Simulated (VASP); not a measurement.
# Al (Fm-3m) in VASP: notebook

Runs on Al. Level: PBEsol. Tasks: single point, relaxation of cell and atoms.

All numbers are computed with VASP 6.6.1; they aren't measurements. Logs are shortened: lines on timing, memory, paths and dates and some standing lists are left out, and cuts for length are marked.

## (1) The cell of the first run

The structure is cubic, space group Fm-3m (No. 225). Conventional cell: a = 4.005 Å, b = 4.005 Å, c = 4.005 Å, α = 90.00°, β = 90.00°, γ = 90.00°. Within 3.7 Å of Al (site symmetry m-3m) lie 12 Al at 2.83 Å.

## (2) Single point, PBEsol

Input file INCAR:

```
SYSTEM = Al
PREC = Accurate ; ENCUT = 500
EDIFF = 1E-6 ; ISMEAR = 1
SIGMA = 0.02 ; LREAL = .FALSE.
LASPH = .TRUE. ; NELM = 120
ALGO = Normal ; ISIF = 2
LWAVE = .FALSE. ; LCHARG = .FALSE.
GGA = PS ; NBANDS = 8
GGA_COMPAT = .FALSE.
```

Input file KPOINTS:

```
regular mesh
0
G
  7 7 7
  0 0 0
```

Input file POSCAR:

```
Al
1.0
    0.0000000000      2.0025477200      2.0025477200
    2.0025477200      0.0000000000      2.0025477200
    2.0025477200      2.0025477200      0.0000000000
Al
1
Direct
    0.0000000000      0.0000000000      0.0000000000
```

Potentials or basis: VASP PAW PBE potentials, release 64 (Al).

Command:

```bash
$ cat potpaw_PBE.64/Al/POTCAR > POTCAR
$ mpirun -np 1 vasp_std > vasp.out
```

OUTCAR:

```text
SYSTEM = Al
   PREC = Accurate
   ENCUT = 500
   EDIFF = 1E-6
   ISMEAR = 1
   LREAL = .FALSE.
   LASPH = .TRUE.
   NELM = 120
   ISIF = 2
   GGA = PS

 ion  position               nearest neighbor table
   1  0.000  0.000  0.000-

  LATTYP: Found a face centered cubic cell.
 ALAT       =     4.0050954400

  Lattice vectors:

 A1 = (   0.0000000000,   2.0025477200,   2.0025477200)
 A2 = (   2.0025477200,   0.0000000000,   2.0025477200)
 A3 = (   2.0025477200,   2.0025477200,   0.0000000000)

Analysis of symmetry for initial positions (statically):
=====================================================================
 Subroutine PRICEL returns:
 Original cell was already a primitive cell.

 Routine SETGRP: Setting up the symmetry group for a
 face centered cubic supercell.

 Subroutine GETGRP returns: Found 48 space group operations
 (whereof 48 operations were pure point group operations)
 out of a pool of 48 trial point group operations.

The static configuration has the point symmetry O_h .

Analysis of symmetry for dynamics (positions and initial velocities):
=====================================================================
 Subroutine PRICEL returns:
 Original cell was already a primitive cell.

 Routine SETGRP: Setting up the symmetry group for a
 face centered cubic supercell.

 Subroutine GETGRP returns: Found 48 space group operations
 (whereof 48 operations were pure point group operations)
 out of a pool of 48 trial point group operations.

The dynamic configuration has the point symmetry O_h .

 Subroutine INISYM returns: Found 48 space group operations
 (whereof 48 operations are pure point group operations),
 and found     1 'primitive' translations

----------------------------------------------------------------------------------------

                                     Primitive cell

  volume of cell :      16.0612

  direct lattice vectors                    reciprocal lattice vectors
     0.000000000  2.002547720  2.002547720    -0.249681940  0.249681940  0.249681940
     2.002547720  0.000000000  2.002547720     0.249681940 -0.249681940  0.249681940
     2.002547720  2.002547720  0.000000000     0.249681940  0.249681940 -0.249681940

  length of vectors
     2.832030145  2.832030145  2.832030145     0.432461806  0.432461806  0.432461806

  position of ions in fractional coordinates (direct lattice)
     0.000000000  0.000000000  0.000000000

  ion indices of the primitive-cell ions
   primitive index   ion index
                 1           1

----------------------------------------------------------------------------------------

 KPOINTS: regular mesh

Automatic generation of k-mesh.
 Grid dimensions read from file:
 generate k-points for:    7    7    7

 Generating k-lattice:

  Cartesian coordinates                     Fractional coordinates (reciprocal lattice)
    -0.035668849  0.035668849  0.035668849     0.142857143  0.000000000  0.000000000
     0.035668849 -0.035668849  0.035668849     0.000000000  0.142857143  0.000000000
     0.035668849  0.035668849 -0.035668849     0.000000000  0.000000000  0.142857143

  Length of vectors
     0.061780258  0.061780258  0.061780258

  Shift w.r.t. Gamma in fractional coordinates (k-lattice)
     0.000000000  0.000000000  0.000000000

 Subroutine IBZKPT returns following result:
 ===========================================

 Found     20 irreducible k-points:

 Following reciprocal coordinates:
            Coordinates               Weight
  0.000000  0.000000  0.000000      1.000000
  0.142857  0.000000  0.000000      8.000000
  0.285714  0.000000  0.000000      8.000000
  0.428571  0.000000  0.000000      8.000000
  0.142857  0.142857  0.000000      6.000000
  0.285714  0.142857  0.000000     24.000000
[... 12 lines left out ...]
 -0.428571  0.428571  0.142857     24.000000
 -0.285714  0.428571  0.142857     24.000000
   k-points           NKPTS =     20   k-points in BZ     NKDIM =     20   number of bands    NBANDS=      8
   number of dos      NEDOS =    301   number of ions     NIONS =      1
   total plane-waves  NPLWV =  13824
   dimension x,y,z NGX =    24 NGY =   24 NGZ =   24
   dimension x,y,z NGXF=    48 NGYF=   48 NGZF=   48
   ions per type =               1
   NGX,Y,Z   is equivalent  to a cutoff of  14.09, 14.09, 14.09 a.u.
   NGXF,Y,Z  is equivalent  to a cutoff of  28.18, 28.18, 28.18 a.u.
 SYSTEM =  Al
   PREC   = accura    normal or accurate (medium, high low for compatibility)
   ISTART =      0    job   : 0-new  1-cont  2-samecut
   ICHARG =      2    charge: 1-file 2-atom 10-const
   ISPIN  =      1    spin polarized calculation?
   LNONCOLLINEAR =      F non collinear calculations
   LSORBIT =      F    spin-orbit coupling
   LASPH  =      T    aspherical Exc in radial PAW
   ENCUT  =  500.0 eV  36.75 Ry    6.06 a.u.   5.16  5.16  5.16*2*pi/ulx,y,z
   NELM   =    120;   NELMIN=  2; NELMDL= -5     # of ELM steps
   EDIFF  = 0.1E-05   stopping-criterion for ELM
   LREAL  =      F    real-space projection
   EDIFFG = 0.1E-04   stopping-criterion for IOM
   NSW    =      0    number of steps for IOM
   IBRION =     -1    ionic relax: 0-MD 1-quasi-New 2-CG
   NFREE  =      0    steps in history (QN), initial steepest desc. (CG)
   ISIF   =      2    stress and relaxation
   ISYM   =      2    0-nonsym 1-usesym 2-fastsym
   POTIM  = 0.5000    time-step for ionic-motion
   TEBEG  =    0.0;   TEEND  =   0.0 temperature during run
   PSTRESS=    0.0 pullay stress
   NELECT =       3.0000    total number of electrons
   NUPDOWN=      -1.0000    fix difference up-down
   EMIN   =  10.00;   EMAX   =-10.00  energy-range for DOS
   EFERMI =   0.00;   METHOD = LEGACY
   ISMEAR =     1;   SIGMA  =   0.02  broadening in eV -4-tet -1-fermi 0-gaus
   EFERMI_NEDOS =   21; number of points for ismear=-14 and -15
   IALGO  =     38    algorithm
   IMIX   =      4    mixing-type and parameters
     AMIX     =   0.40;   BMIX     =  1.00
     AMIX_MAG =   1.60;   BMIX_MAG =  1.00
  volume/ion in A,a.u.               =      16.06       108.39
  Fermi-wavevector in a.u.,A,eV,Ry     =   0.935813  1.768430 11.915246  0.875746
  Thomas-Fermi vector in A             =   2.062759
   LORBIT       =      0    0 simple, 1 ext, 2 COOP (PROOUT), +10 PAW based schemes
   GGA     = PS    functional components
   LHFCALC =     F    Hartree Fock is set to
   AEXX    =    0.0000 exact exchange contribution
   IVDW    =     0    specifies the selected vdW correction
   LEPSILON=     F    determine dielectric tensor
   LRPA    =     F    only Hartree local field effects (RPA)
 non-spin polarized calculation
 Methfessel and Paxton  Order N= 1 SIGMA  =   0.02
  energy-cutoff  :      500.00
  volume of cell :       16.06
 maximum number of plane-waves:       418
 NGX is ok and might be reduce to    24
   NGX = 11   NGY = 11   NGZ = 11

 number of electron       3.0000000 magnetization

 Free energy of the ion-electron system (eV)
  ---------------------------------------------------
  ext. energy  EPLUGINS =         0.00000000
  ---------------------------------------------------
  free energy    TOTEN  =        -4.13820163 eV

  energy without entropy =       -4.13801724  energy(sigma->0) =       -4.13814017

 E-fermi :   8.3523     XC(G=0): -10.3545

 val. band max:        8.3492828437   @ k =  -0.2857   0.2857   0.0000
 cond. band min:       8.4836740339   @ k =  -0.2857   0.4286   0.1429
 fundamental gap:      0.1343911902
 Fermi energy:         8.3522737466

 k-point     1 :       0.0000    0.0000    0.0000
  band No.  band energies     occupation
      1      -3.0823      2.00000
      2      20.9807      0.00000
      3      20.9807      0.00000
      4      20.9807      0.00000
      5      22.6766      0.00000
      6      22.6766      0.00000
      7      22.6766      0.00000
      8      24.9222      0.00000

 k-point     2 :       0.1429    0.0000    0.0000
  band No.  band energies     occupation
      1      -2.5186      2.00000
      2      15.9368      0.00000
      3      19.9351      0.00000
      4      19.9351      0.00000
      5      23.1649      0.00000
      6      24.4604      0.00000
      7      24.4604      0.00000
      8      25.8280      0.00000

 k-point     3 :       0.2857    0.0000    0.0000
  band No.  band energies     occupation
      1      -0.8413      2.00000
      2      10.4090      0.00000
      3      19.2220      0.00000
      4      19.2220      0.00000
      5      22.5872      0.00000
      6      22.5872      0.00000
      7      22.7903      0.00000
      8      26.6657      0.00000

 k-point     4 :       0.4286    0.0000    0.0000
  band No.  band energies     occupation
      1       1.9088      2.00000
      2       5.6935      2.00000
      3      19.4076      0.00000
      4      19.4076      0.00000
      5      20.5412      0.00000
      6      20.5412      0.00000
      7      23.1338      0.00000
      8      24.4971      0.00000

 k-point     5 :       0.1429    0.1429    0.0000
  band No.  band energies     occupation
      1      -2.3312      2.00000
      2      17.9079      0.00000
      3      17.9079      0.00000
      4      18.0374      0.00000
      5      21.2234      0.00000
      6      22.1239      0.00000
      7      26.8114      0.00000
      8      26.8114      0.00000

 k-point     6 :       0.2857    0.1429    0.0000
  band No.  band energies     occupation
      1      -1.0267      2.00000
      2      12.5763      0.00000
      3      16.8124      0.00000
      4      18.2952      0.00000
      5      18.8348      0.00000
      6      22.7673      0.00000
      7      26.6974      0.00000
      8      27.3054      0.00000

 k-point     7 :       0.4286    0.1429    0.0000
  band No.  band energies     occupation
      1       1.3628      2.00000
      2       7.6219      2.00000
      3      16.2143      0.00000
      4      16.6673      0.00000
      5      18.4411      0.00000
      6      24.5400      0.00000
      7      26.2523      0.00000
      8      27.7741      0.00000

 k-point     8 :      -0.4286    0.1429    0.0000
  band No.  band energies     occupation
      1       3.5212      2.00000
      2       4.8107      2.00000
      3      14.7181      0.00000
      4      17.4782      0.00000
      5      19.3476      0.00000
      6      23.1299      0.00000
      7      26.0229      0.00000
      8      28.4034      0.00000

 k-point     9 :      -0.2857    0.1429    0.0000
  band No.  band energies     occupation
      1       0.4491      2.00000
      2       9.1612      0.00000
      3      14.2475      0.00000
      4      19.2460      0.00000
      5      21.2282      0.00000
      6      22.6114      0.00000
      7      25.3270      0.00000
      8      27.2232      0.00000

 k-point    10 :      -0.1429    0.1429    0.0000
  band No.  band energies     occupation
      1      -1.5842      2.00000
      2      13.8757      0.00000
      3      15.2853      0.00000
      4      21.8966      0.00000
      5      22.4415      0.00000
      6      23.9032      0.00000
      7      23.9674      0.00000
      8      24.7847      0.00000
[... 34 lines left out ...]
 k-point    14 :      -0.2857    0.2857    0.0000
  band No.  band energies     occupation
      1       2.8117      2.00000
      2       8.3493      1.25000
      3       9.9248      0.00000
      4      16.8366      0.00000
      5      18.7507      0.00000
      6      26.7498      0.00000
      7      27.2361      0.00000
      8      28.4359      0.00000

 k-point    15 :       0.4286    0.4286    0.0000
  band No.  band energies     occupation
      1       3.5021      2.00000
      2       8.6917     -0.00000
      3      13.6823      0.00000
      4      14.1072      0.00000
      5      14.1072      0.00000
      6      17.7163      0.00000
      7      33.3102      0.00000
      8      34.9395      0.00000

 k-point    16 :      -0.4286    0.4286    0.0000
  band No.  band energies     occupation
      1       5.5954      2.00000
      2       6.9712      2.00000
      3       9.8473      0.00000
      4      14.2686      0.00000
      5      15.6703      0.00000
      6      20.4066      0.00000
      7      32.3992      0.00000
      8      33.3063      0.00000

 k-point    17 :       0.4286    0.2857    0.1429
  band No.  band energies     occupation
      1       0.6318      2.00000
      2      11.1138      0.00000
      3      12.6344      0.00000
      4      15.6313      0.00000
      5      20.7644      0.00000
      6      22.6337      0.00000
      7      25.1625      0.00000
      8      30.0527      0.00000

 k-point    18 :      -0.4286    0.2857    0.1429
  band No.  band energies     occupation
      1       3.3466      2.00000
      2       7.0605      2.00000
      3      12.1498      0.00000
      4      13.4871      0.00000
      5      21.7314      0.00000
      6      23.0135      0.00000
      7      26.4796      0.00000
      8      30.3956      0.00000

 k-point    19 :      -0.4286    0.4286    0.1429
  band No.  band energies     occupation
      1       4.2143      2.00000
      2       9.3388      0.00000
      3       9.7304      0.00000
      4      11.4242      0.00000
      5      19.4422      0.00000
      6      21.5320      0.00000
      7      28.2649      0.00000
      8      32.1443      0.00000

 k-point    20 :      -0.2857    0.4286    0.1429
  band No.  band energies     occupation
      1       6.3122      2.00000
      2       6.9706      2.00000
      3       8.4837     -0.00000
      4      11.6151      0.00000
      5      21.1330      0.00000
      6      25.6612      0.00000
      7      26.2441      0.00000
      8      27.9378      0.00000

------------------------ aborting loop because EDIFF is reached ----------------------------------------

  FORCE on cell =-STRESS in cart. coord.  units (eV):
  Direction    XX          YY          ZZ          XY          YZ          ZX
  --------------------------------------------------------------------------------------
  -------------------------------------------------------------------------------------
  Total        0.0060691      0.0060691      0.0060691     -0.0000000     -0.0000000      0.0000000
  in kB        0.6054199      0.6054199      0.6054199     -0.0000000     -0.0000000      0.0000000
  external PRESSURE =       0.6054199 kB  Pullay stress =       0.0000000 kB

 VOLUME and BASIS-vectors are now :
 -----------------------------------------------------------------------------
  energy-cutoff  :      500.00
  volume of cell :       16.06
      direct lattice vectors                 reciprocal lattice vectors
     0.000000000  2.002547720  2.002547720    -0.249681940  0.249681940  0.249681940
     2.002547720  0.000000000  2.002547720     0.249681940 -0.249681940  0.249681940
     2.002547720  2.002547720  0.000000000     0.249681940  0.249681940 -0.249681940

 POSITION                                       TOTAL-FORCE (eV/Angst)
 -----------------------------------------------------------------------------------
      0.00000      0.00000      0.00000         0.000000      0.000000      0.000000
 -----------------------------------------------------------------------------------
    total drift:                               -0.000000      0.000000      0.000000

  FREE ENERGIE OF THE ION-ELECTRON SYSTEM (eV)
  ---------------------------------------------------
  free  energy   TOTEN  =        -4.1382016276 eV

  energy  without entropy=       -4.1380172420  energy(sigma->0) =       -4.13814017
```

Run time: 1.8 s. Hardware: 1 thread of Intel Xeon Platinum 8488C (Sapphire Rapids), shared host; peak memory 0.12 GiB.

What came out:

| Quantity | Value |
| --- | --- |
| Free energy | -4.1382 eV |
| Pressure | 0.1 GPa |
| Band gap on the k mesh | zero (an odd number of electrons rules out a gap without spin polarisation) |

Levels at points of the mesh, in eV from the Fermi level:
```csv
k point,band 1,band 2,band 3,band 4
"(0.00, 0.00, 0.00)",-11.43,12.63,12.63,12.63
```

Caveat: the k points lie up to 0.39 Å⁻¹ apart, too coarse for converged energies and pressures of a metal; the PAW data sets were made with another functional, which shifts forces and pressure a little.

(Part 1 of 2 ends here.)
